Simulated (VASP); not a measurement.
**Li: single point with PBEsol**

The system is Li.

```
Li
1.0
     2.96450    0.00000    0.00000
     0.00000    2.81340    0.00000
     0.00000    0.00000    9.70921
Li
4
Direct
  0.25000 0.25000 0.87955
  0.25000 0.75000 0.37955
  0.75000 0.25000 0.62045
  0.75000 0.75000 0.12045
```

```json
{
  "Program": "VASP 6.6.1",
  "Task": "single point",
  "Functional": "PBEsol",
  "Potentials or basis": "VASP PAW PBE potentials, release 64 (Li_sv)",
  "Cutoff": "520 eV",
  "k mesh": "14 × 14 × 6",
  "Occupations": "gaussian, width 0.1 eV",
  "Spin": "no spin polarisation"
}
```

```yaml
Band_gap_on_the_k_mesh: zero (bands 6 and 7 overlap by 5.16 eV)
```

Levels at points of the mesh, in eV from the Fermi level:
| k point | band 4 | band 5 | band 6 | band 7 | band 8 | band 9 |
| --- | --- | --- | --- | --- | --- | --- |
| (0.00, 0.00, 0.00) | -45.93 | -3.50 | -2.37 | -2.29 | 0.26 | 3.33 |
| (0.50, 0.00, 0.00) | -45.93 | -0.38 | -0.38 | -0.11 | -0.11 | 2.85 |
| (0.00, 0.50, 0.00) | -45.92 | -0.35 | -0.35 | 1.11 | 1.11 | 2.35 |
| (0.50, 0.50, 0.00) | -45.92 | 2.87 | 2.87 | 2.87 | 2.87 | 4.59 |
| (0.00, 0.00, 0.50) | -45.94 | -3.21 | -3.21 | -0.91 | -0.91 | 5.21 |
| (0.50, 0.00, 0.50) | -45.93 | -0.26 | -0.26 | -0.26 | -0.26 | 3.49 |
| (0.00, 0.50, 0.50) | -45.92 | -0.35 | -0.35 | 1.04 | 1.04 | 2.57 |
| (0.50, 0.50, 0.50) | -45.92 | 2.86 | 2.86 | 2.86 | 2.86 | 4.72 |

It took 5.4 min on 1 thread of Oxide Virtual Turin-like Processor, with other jobs on the host, peak memory 0.29 GiB.
